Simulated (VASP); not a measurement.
# HgTe (I-4m2) in VASP: further runs

HgTe is run at these levels: BLYP+D3(BJ), LDA, PBEsol+D3(BJ); tasks: relaxation of cell and atoms.

Program: VASP 6.6.1. These are calculated values, not measurements. Logs are shortened: lines on timing, memory, paths and dates and some standing lists are left out, and cuts for length are marked.

## (1) The cell of the first run

It takes space group I-4m2 (No. 119, tetragonal). The conventional cell has a = 6.091 Å, b = 6.091 Å, c = 3.119 Å, α = 90.00°, β = 90.00°, γ = 90.00°. Within 4.1 Å of Hg (site symmetry -4m2) lie 2 Hg at 3.12 Å and 8 Te at 3.14 to 3.84 Å. Within 4.1 Å of Te (site symmetry -4m2) lie 2 Te at 3.12 Å and 8 Hg at 3.14 to 3.84 Å.

## (2) Relaxation of cell and atoms, BLYP+D3(BJ)

Contents of INCAR:

```
SYSTEM = HgTe
AGGAC    = 1.0          
AGGAX    = 1.0          
ALDAC    = 0.0          
ALDAX    = 1.0          
ALGO     = Normal         ! electronic algorithm
EDIFF    = 1E-7           ! SCF threshold, eV
EDIFFG   = -0.01          ! ionic threshold
ENCUT    = 600            ! plane-wave cutoff, eV
GGA      = B5             ! functional
IBRION   = 2              ! ionic algorithm
ISIF     = 3              ! what is computed and relaxed
ISMEAR   = -1             ! smearing method
IVDW     = 12             ! dispersion correction
LASPH    = .True.         ! aspherical terms in the spheres
LCHARG   = .False.        ! write CHGCAR
LREAL    = .False.        ! projectors in reciprocal space
LWAVE    = .False.        ! write WAVECAR
NELM     = 100            ! most SCF steps
NSW      = 60             ! ionic steps
PREC     = Accurate       ! precision mode
SIGMA    = 0.05           ! smearing width, eV
VDW_A1   = 0.4298       
VDW_A2   = 4.2359       
VDW_S6   = 1.0          
VDW_S8   = 2.6996
```

Contents of KPOINTS:

```
k-points
0
Gamma
  6 6 6
  0 0 0
```

Contents of POSCAR:

```
HgTe
1.0
   -3.0456030000      3.0456030000      1.5594100000
    3.0456030000     -3.0456030000      1.5594100000
    3.0456030000      3.0456030000     -1.5594100000
Hg Te
1 1
Direct
    0.2500000000      0.7500000000      0.5000000000
    0.0000000000      0.0000000000      0.0000000000
```

Potentials or basis: VASP PAW PBE potentials, release 64 (Hg, Te).

The run is started by

```bash
$ cat potpaw_PBE.64/Hg/POTCAR potpaw_PBE.64/Te/POTCAR > POTCAR
$ mpirun -np 1 vasp_std > vasp.out
```

OUTCAR:

```text
SYSTEM = HgTe
   EDIFF = 1E-7
   EDIFFG = -0.01
   ENCUT = 600
   GGA = B5
   IBRION = 2
   ISIF = 3
   ISMEAR = -1
   IVDW = 12
   LASPH = .True.
   LREAL = .False.
   NELM = 100
   NSW = 60
   PREC = Accurate
 IVDW          = 12

 ion  position               nearest neighbor table
   1  0.250  0.750  0.500-   2 3.14   2 3.14   2 3.14   2 3.14
   2  0.000  0.000  0.000-   1 3.14   1 3.14   1 3.14   1 3.14

  LATTYP: Found a body centered tetragonal cell.
 ALAT       =     6.0912060000
 C/A-ratio  =     0.5120201156

  Lattice vectors:

 A1 = (  -3.0456030000,   3.0456030000,   1.5594100000)
 A2 = (   3.0456030000,  -3.0456030000,   1.5594100000)
 A3 = (   3.0456030000,   3.0456030000,  -1.5594100000)

Analysis of symmetry for initial positions (statically):
=====================================================================
 Subroutine PRICEL returns:
 Original cell was already a primitive cell.

 Routine SETGRP: Setting up the symmetry group for a
 body centered tetragonal supercell.

 Subroutine GETGRP returns: Found  8 space group operations
 (whereof  8 operations were pure point group operations)
 out of a pool of 16 trial point group operations.

The static configuration has the point symmetry D_2d.

Analysis of symmetry for dynamics (positions and initial velocities):
=====================================================================
 Subroutine PRICEL returns:
 Original cell was already a primitive cell.

 Routine SETGRP: Setting up the symmetry group for a
 body centered tetragonal supercell.

 Subroutine GETGRP returns: Found  8 space group operations
 (whereof  8 operations were pure point group operations)
 out of a pool of 16 trial point group operations.

The dynamic configuration has the point symmetry D_2d.

 Subroutine INISYM returns: Found  8 space group operations
 (whereof  8 operations are pure point group operations),
 and found     1 'primitive' translations

----------------------------------------------------------------------------------------

                                     Primitive cell

  volume of cell :      57.8585

  direct lattice vectors                    reciprocal lattice vectors
    -3.045603000  3.045603000  1.559410000     0.000000000  0.164171102  0.320634086
     3.045603000 -3.045603000  1.559410000     0.164171102  0.000000000  0.320634086
     3.045603000  3.045603000 -1.559410000     0.164171102  0.164171102  0.000000000

  length of vectors
     4.580737366  4.580737366  4.580737366     0.360219888  0.360219888  0.232172999

  position of ions in fractional coordinates (direct lattice)
     0.250000000  0.750000000  0.500000000
     0.000000000  0.000000000  0.000000000

[... 88 lines left out ...]
   NUPDOWN=      -1.0000    fix difference up-down
   EMIN   =  10.00;   EMAX   =-10.00  energy-range for DOS
   EFERMI =   0.00;   METHOD = LEGACY
   ISMEAR =    -1;   SIGMA  =   0.05  broadening in eV -4-tet -1-fermi 0-gaus
   EFERMI_NEDOS =   21; number of points for ismear=-14 and -15
   IALGO  =     38    algorithm
   IMIX   =      4    mixing-type and parameters
     AMIX     =   0.40;   BMIX     =  1.00
     AMIX_MAG =   1.60;   BMIX_MAG =  1.00
  volume/ion in A,a.u.               =      28.93       195.22
  Fermi-wavevector in a.u.,A,eV,Ry     =   1.109286  2.096246 16.742166  1.230515
  Thomas-Fermi vector in A             =   2.245823
   LORBIT       =      0    0 simple, 1 ext, 2 COOP (PROOUT), +10 PAW based schemes
   GGA     = B5    functional components
   LHFCALC =     F    Hartree Fock is set to
   AEXX    =    0.0000 exact exchange contribution
   IVDW    =    12    specifies the selected vdW correction
   LEPSILON=     F    determine dielectric tensor
   LRPA    =     F    only Hartree local field effects (RPA)
 conjugate gradient relaxation of ions
 non-spin polarized calculation
  energy-cutoff  :      600.00
  volume of cell :       57.86
 maximum number of plane-waves:      1946
 NGX is ok and might be reduce to    40
   NGX = 19   NGY = 19   NGZ = 19

--------------------------------------- Ionic step        1  -------------------------------------------

 number of electron      17.9999999 magnetization

 Free energy of the ion-electron system (eV)
  ---------------------------------------------------
  ext. energy  EPLUGINS =         0.00000000
  ---------------------------------------------------
  free energy    TOTEN  =        -1.97887485 eV

  energy without entropy =       -1.95986169  energy(sigma->0) =       -1.96936827

------------------------ aborting loop because EDIFF is reached ----------------------------------------

 Edisp (eV)   -2.02106

 E8    (eV) :    -1.5205
[... 105 lines left out ...]
  FREE ENERGIE OF THE ION-ELECTRON SYSTEM (eV)
  ---------------------------------------------------
  free  energy   TOTEN  =        -4.0033324729 eV

  energy  without entropy=       -3.9852097139  energy(sigma->0) =       -3.99427109

[... ionic steps 4 to 19 ...]

--------------------------------------- Ionic step       20  -------------------------------------------

 number of electron      18.0000000 magnetization

------------------------ aborting loop because EDIFF is reached ----------------------------------------
[... 75 lines left out ...]
--------------------------------------- Ionic step       22  -------------------------------------------

 number of electron      17.9999999 magnetization

 Free energy of the ion-electron system (eV)
  ---------------------------------------------------
  ext. energy  EPLUGINS =         0.00000000
  ---------------------------------------------------
  free energy    TOTEN  =        -2.00800249 eV

  energy without entropy =       -1.99905265  energy(sigma->0) =       -2.00352757

 E-fermi :   4.9872     XC(G=0):  -9.2885

 val. band max:        4.9787300392   @ k =  -0.1667  -0.3333   0.1667
 cond. band min:       5.1827189895   @ k =   0.5000   0.5000   0.1667
 fundamental gap:      0.2039889503
 Fermi energy:         4.9872359041

 k-point     1 :       0.0000    0.0000    0.0000
  band No.  band energies     occupation
      1      -7.2769      2.00000
      2      -2.0837      2.00000
      3      -1.8698      2.00000
      4      -1.8140      2.00000
      5      -1.5705      2.00000
      6      -1.5705      2.00000
      7       2.4447      2.00000
      8       3.1304      2.00000
      9       3.1304      2.00000
     10       6.9462      0.00000
     11      10.5664      0.00000
     12      12.9743      0.00000
     13      12.9743      0.00000
[... 354 lines left out ...]
  band No.  band energies     occupation
      1      -5.6729      2.00000
      2      -2.0720      2.00000
      3      -2.0159      2.00000
      4      -1.8270      2.00000
      5      -1.6308      2.00000
      6      -1.1203      2.00000
      7       1.0214      2.00000
      8       3.0516      2.00000
      9       3.4741      2.00000
     10       4.9787      1.08485
     11       7.0041      0.00000
     12       9.5071      0.00000
     13      10.3951      0.00000

 [... further k-points ...]

------------------------ aborting loop because EDIFF is reached ----------------------------------------

 Edisp (eV)   -2.06108

 E8    (eV) :    -1.5519
[... 25 lines left out ...]
  FREE ENERGIE OF THE ION-ELECTRON SYSTEM (eV)
  ---------------------------------------------------
  free  energy   TOTEN  =        -4.0690834845 eV

  energy  without entropy=       -4.0601336388  energy(sigma->0) =       -4.06460856

 reached required accuracy - stopping structural energy minimisation
```

CONTCAR:

```text
HgTe
   1.00000000000000
    -2.8828383682558738    2.8828383682558738    1.7145676287693874
     2.8828383682558738   -2.8828383682558738    1.7145676287693874
     2.8828383682558738    2.8828383682558738   -1.7145676287693874
  Hg              Te
     1     1
Direct
     0.2500000000000000    0.7500000000000000    0.5000000000000000
     0.0000000000000000    0.0000000000000000    0.0000000000000000

  0.00000000E+00  0.00000000E+00  0.00000000E+00
  0.00000000E+00  0.00000000E+00  0.00000000E+00
```

Run time: 7 min. Hardware: 1 thread of Intel Xeon 6975P-C (Granite Rapids), shared host; peak memory 0.28 GiB.

What came out:

```yaml
Free_energy: -4.0691 eV
Relaxed_volume: 28.50 Å³/atom
Relaxed_cell: a = 4.423 Å, b = 4.423 Å, c = 4.423 Å, α = 98.64°, β = 98.64°, γ = 134.38°
Space_group_after_relaxing_to_0.05_Å: I-4m2 (No. 119)
Energy_gained_by_relaxing: 34.6 meV/atom
Ionic_steps: 22
Pressure_after_relaxing: 0.0 GPa
Band_gap_on_the_k_mesh: zero (band 9 reaches 6.40 eV, above the bottom of band 10 at 3.09 eV)
Dispersion_energy_per_atom: -1.031 eV
```

Step by step:
| step | energy change (eV) | largest force (eV/Å) | pressure (GPa) | volume (Å³) |
| --- | --- | --- | --- | --- |
| 1 | 0.0000 | 0.0000 | -0.82 | 57.86 |
| 2 | -0.0034 | 0.0000 | 0.08 | 56.62 |
| 3 | -0.0034 | 0.0000 | 0.08 | 56.62 |
| 4 | -0.0060 | 0.0000 | 0.18 | 56.41 |
| 5 | -0.0209 | 0.0000 | 0.51 | 55.77 |
| 6 | -0.0426 | 0.0000 | 1.88 | 54.43 |
| 7 | -0.0424 | 0.0000 | 2.28 | 54.14 |
| 8 | -0.0427 | 0.0000 | 2.17 | 54.22 |
| 9 | -0.0429 | 0.0000 | 2.18 | 54.21 |
| 10 | -0.0436 | 0.0000 | 2.24 | 54.19 |
| 11 | -0.0446 | 0.0000 | 2.37 | 54.13 |
| 12 | -0.0450 | 0.0000 | 2.65 | 54.02 |
| 13 | -0.0468 | 0.0000 | 2.55 | 54.12 |
| 14 | -0.0516 | 0.0000 | 2.26 | 54.43 |
| 15 | -0.0594 | 0.0000 | 1.70 | 55.04 |
| 16 | -0.0673 | 0.0000 | 0.67 | 56.27 |
| 17 | -0.0679 | 0.0000 | 0.35 | 56.69 |
| 18 | -0.0679 | 0.0000 | 0.29 | 56.76 |
| 19 | -0.0682 | 0.0000 | 0.25 | 56.79 |
| 20 | -0.0688 | 0.0000 | 0.14 | 56.88 |
| 21 | -0.0691 | 0.0000 | -0.09 | 57.04 |
| 22 | -0.0691 | 0.0000 | -0.04 | 57.00 |

Final structure:
```cif
data_structure
_symmetry_space_group_name_H-M 'P 1'
_symmetry_Int_Tables_number 1
_cell_length_a 4.4228
_cell_length_b 4.4228
_cell_length_c 4.4228
_cell_angle_alpha 98.643
_cell_angle_beta 98.643
_cell_angle_gamma 134.381
_cell_volume 57.00
loop_
_atom_site_label
_atom_site_type_symbol
_atom_site_fract_x
_atom_site_fract_y
_atom_site_fract_z
_atom_site_occupancy
Hg1 Hg 0.25000 0.75000 0.50000 1
Te1 Te 0.00000 0.00000 0.00000 1
```

Caveat: the k points lie up to 0.36 Å⁻¹ apart in the final cell; the PAW data sets were made with another functional, which shifts forces and pressure a little; spin-orbit coupling is left out, which moves the levels of the heavy elements; pairwise dispersion overbinds metals, which lowers pressure and volume.

## (3) Relaxation of cell and atoms, LDA

Contents of INCAR:

```
PREC = Accurate
ENCUT = 600
EDIFF = 1E-7
ISMEAR = -1
SIGMA = 0.05
LREAL = F
LASPH = T
NELM = 60
ALGO = Normal
ISIF = 3
LWAVE = F
LCHARG = F
IBRION = 2
NSW = 60
EDIFFG = -0.01
```

Contents of KPOINTS:

```
regular mesh
0
Gamma
  6 6 6
```

POSCAR is that of step 2.

Potentials or basis: VASP PAW LDA potentials, release 64 (Hg, Te).

The run is started by

```bash
$ cat potpaw_LDA.64/Hg/POTCAR potpaw_LDA.64/Te/POTCAR > POTCAR
$ mpirun -np 1 vasp_std > vasp.out
```

It took 3.8 min on 1 thread of Intel Xeon 6975P-C (Granite Rapids), shared host; peak memory 0.22 GiB.

Results (log left out):

```
Free energy                            : -4.7490 eV
Relaxed volume                         : 26.43 Å³/atom
Relaxed cell                           : a = 4.309 Å, b = 4.309 Å, c = 4.309 Å, α = 98.72°, β = 98.72°, γ = 134.17°
Space group after relaxing (to 0.05 Å) : I-4m2 (No. 119)
Energy gained by relaxing              : 78.9 meV/atom
Ionic steps                            : 24
Pressure after relaxing                : -0.1 GPa
Band gap on the k mesh                 : zero (band 9 reaches 6.74 eV, above the bottom of band 10 at 3.04 eV)
```

Step by step:
| step | energy change (eV) | largest force (eV/Å) | pressure (GPa) | volume (Å³) |
| --- | --- | --- | --- | --- |
| 1 | 0.0000 | 0.0000 | -4.57 | 57.86 |
| 2 | -0.0830 | 0.0000 | 1.36 | 51.23 |
| 3 | -0.0877 | 0.0000 | 0.01 | 52.34 |
| 4 | -0.0876 | 0.0000 | -0.12 | 52.44 |
| 5 | -0.0904 | 0.0000 | -0.13 | 52.37 |
| 6 | -0.1070 | 0.0000 | -0.12 | 52.16 |
| 7 | -0.1377 | 0.0000 | 0.50 | 51.67 |
| 8 | -0.1349 | 0.0000 | 3.18 | 50.50 |
| 9 | -0.1468 | 0.0000 | 1.91 | 51.02 |
| 10 | -0.1473 | 0.0000 | 1.67 | 51.11 |
| 11 | -0.1479 | 0.0000 | 1.66 | 51.15 |
| 12 | -0.1493 | 0.0000 | 1.66 | 51.24 |
| 13 | -0.1511 | 0.0000 | 1.63 | 51.41 |
| 14 | -0.1515 | 0.0000 | 1.52 | 51.74 |
| 15 | -0.1537 | 0.0000 | 1.19 | 51.98 |
| 16 | -0.1572 | 0.0000 | 0.26 | 52.72 |
| 17 | -0.1574 | 0.0000 | -0.02 | 52.95 |
| 18 | -0.1574 | 0.0000 | -0.05 | 52.98 |
| 19 | -0.1574 | 0.0000 | -0.05 | 52.97 |
| 20 | -0.1574 | 0.0000 | -0.04 | 52.96 |
| 21 | -0.1575 | 0.0000 | -0.03 | 52.95 |
| 22 | -0.1577 | 0.0000 | -0.04 | 52.91 |
| 23 | -0.1578 | 0.0000 | -0.06 | 52.83 |
| 24 | -0.1578 | 0.0000 | -0.05 | 52.85 |

Final structure:
```
CELL_PARAMETERS angstrom
-2.80624 2.80624 1.67783
2.80624 -2.80624 1.67783
2.80624 2.80624 -1.67783
ATOMIC_POSITIONS crystal
Hg 0.25000 0.75000 0.50000
Te 0.00000 0.00000 0.00000
```

Levels at points of the mesh, in eV from the Fermi level:
```tsv
k point	band 6	band 7	band 8	band 9	band 10	band 11	band 12	band 13
(0.00, 0.00, 0.00)	-6.78	-2.44	-2.09	-2.09	2.20	5.19	8.03	8.26
(0.50, 0.00, 0.00)	-6.69	-4.75	-2.10	-1.64	-0.51	3.62	3.92	6.37
(0.50, 0.50, 0.00)	-6.62	-6.39	-0.12	1.40	2.68	3.10	4.06	7.64
(0.50, 0.50, 0.50)	-6.08	-4.68	-4.68	-4.42	1.62	5.05	10.02	10.02
```

Caveat: the k points lie up to 0.36 Å⁻¹ apart in the final cell; spin-orbit coupling is left out, which moves the levels of the heavy elements.

## (4) Relaxation of cell and atoms, PBEsol+D3(BJ)

Contents of INCAR:

```
  ALGO = Normal
  EDIFF = 1E-6
  EDIFFG = -0.01
  ENCUT = 600
  GGA = PS
  IBRION = 2
  ISIF = 3
  ISMEAR = -1
  IVDW = 12
  LASPH = True
  LCHARG = False
  LREAL = False
  LWAVE = False
  NELM = 100
  NSW = 60
  PREC = Accurate
  SIGMA = 0.05
```

Contents of KPOINTS:

```
k-points
0
Gamma
  6 6 6
```

POSCAR is that of step 3.

Potentials or basis: VASP PAW PBE potentials, release 64 (Hg, Te).

The run is started by

```bash
$ cat potpaw_PBE.64/Hg/POTCAR potpaw_PBE.64/Te/POTCAR > POTCAR
$ mpirun -np 1 vasp_std > vasp.out
```

Run time: 2.2 min. Hardware: 1 thread of Intel Xeon 6975P-C (Granite Rapids), shared host; peak memory 0.27 GiB.

Results (log left out):

| Quantity | Value |
| --- | --- |
| Free energy | -4.9551 eV |
| Relaxed volume | 25.83 Å³/atom |
| Relaxed cell | a = 4.295 Å, b = 4.295 Å, c = 4.295 Å, α = 98.37°, β = 98.37°, γ = 135.13° |
| Space group after relaxing (to 0.05 Å) | I-4m2 (No. 119) |
| Energy gained by relaxing | 94.8 meV/atom |
| Ionic steps | 13 |
| Pressure after relaxing | 0.0 GPa |
| Band gap on the k mesh | zero (band 9 reaches 7.24 eV, above the bottom of band 10 at 3.18 eV) |
| Dispersion energy per atom | -0.456 eV |

The path:
```
step  energy change (eV)  largest force (eV/Å)  pressure (GPa)  volume (Å³)
   1              0.0000                0.0000           -5.39        57.86
   2             -0.1186                0.0000            1.66        50.09
   3             -0.1249                0.0000            0.02        51.33
   4             -0.1248                0.0000           -0.13        51.46
   5             -0.1316                0.0000           -0.17        51.34
   6             -0.1617                0.0000            0.07        50.95
   7             -0.1811                0.0000            1.87        50.06
   8             -0.1826                0.0000            1.47        50.24
   9             -0.1845                0.0000            1.30        50.42
  10             -0.1877                0.0000            0.89        50.93
  11             -0.1881                0.0000            0.74        51.18
  12             -0.1890                0.0000            0.48        51.35
  13             -0.1896                0.0000            0.02        51.66
```

Final structure:
```
Hg Te
1.0
    -2.80708    2.80708    1.63906
     2.80708   -2.80708    1.63906
     2.80708    2.80708   -1.63906
Hg Te
1 1
Direct
  0.25000 0.75000 0.50000
  0.00000 0.00000 0.00000
```

Levels at points of the mesh, in eV from the Fermi level:
```tsv
k point	band 6	band 7	band 8	band 9	band 10	band 11	band 12	band 13
(0.00, 0.00, 0.00)	-6.81	-2.58	-2.31	-2.31	2.47	4.96	8.26	8.26
(0.50, 0.00, 0.00)	-6.76	-4.85	-2.22	-1.69	-0.58	3.50	3.87	6.34
(0.50, 0.50, 0.00)	-6.66	-6.50	-0.24	1.68	2.49	2.99	3.85	7.81
(0.50, 0.50, 0.50)	-6.14	-4.93	-4.93	-4.58	1.88	5.31	10.05	10.05
```

Caveat: the k points lie up to 0.37 Å⁻¹ apart in the final cell; the PAW data sets were made with another functional, which shifts forces and pressure a little; spin-orbit coupling is left out, which moves the levels of the heavy elements; pairwise dispersion overbinds metals, which lowers pressure and volume.

## (5) Summary

```tsv
level	potentials or basis	gap on the mesh (eV)	pressure (GPa)	relaxed volume (Å³/atom)
BLYP+D3(BJ)	VASP PAW PBE potentials, release 64 (Hg, Te)	none	0.0	28.50
LDA	VASP PAW LDA potentials, release 64 (Hg, Te)	none	-0.1	26.43
PBEsol+D3(BJ)	VASP PAW PBE potentials, release 64 (Hg, Te)	none	0.0	25.83
```

Alike in all rows: task relaxation of cell and atoms; no spin polarisation; cell relaxed; k mesh 6 × 6 × 6; cutoff (eV) 600; smearing fermi-dirac 0.05 eV.

Caveats: all runs use coarse meshes; spin-orbit coupling is left out, which moves the levels of the heavy elements; the PAW data sets were made with another functional, which shifts forces and pressure a little (some runs); pairwise dispersion overbinds metals, which lowers pressure and volume (some runs).

Absolute energies hang on the potentials; compare differences alone.
